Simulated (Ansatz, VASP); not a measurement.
Two plane-wave programs on Ir

```
Ir
1.0
     0.00000    2.78573    2.78573
     2.78573    0.00000    2.78573
     2.78573    2.78573    0.00000
Ir
2
Direct
  0.50000 0.50000 0.50000
  0.75000 0.75000 0.75000
```

Alike in both runs: functional PBE; k mesh 6 × 6 × 6; occupations gaussian, width 0.1 eV; no spin polarisation.

Ansatz relaxed the structure, and its values are those at the end. VASP's run is a single point on that final structure, the one shown.

|  | VASP | Ansatz |
| --- | --- | --- |
| version | VASP 6.6.1 | Ansatz 0.2.0 |
| potentials or method | VASP PAW PBE potentials, release 64 (Ir), cutoff 520 eV | scalar-relativistic, plane waves, PAW |
| valence electrons in the cell | 18 | 34 |

Ansatz gave:

- gap on the k mesh at the Fermi level (eV): none
- pressure (GPa): 0.1

Task: Which values does VASP return?

Result: gap on the k mesh at the Fermi level (eV): none; pressure (GPa): -0.3.

A gap of «none» marks a metal or a gap that the smearing closes. VASP's potentials hold 18 valence electrons a cell and Ansatz's 34, so a difference there can come from the potentials and not from the codes.

Spin-orbit coupling is off throughout.
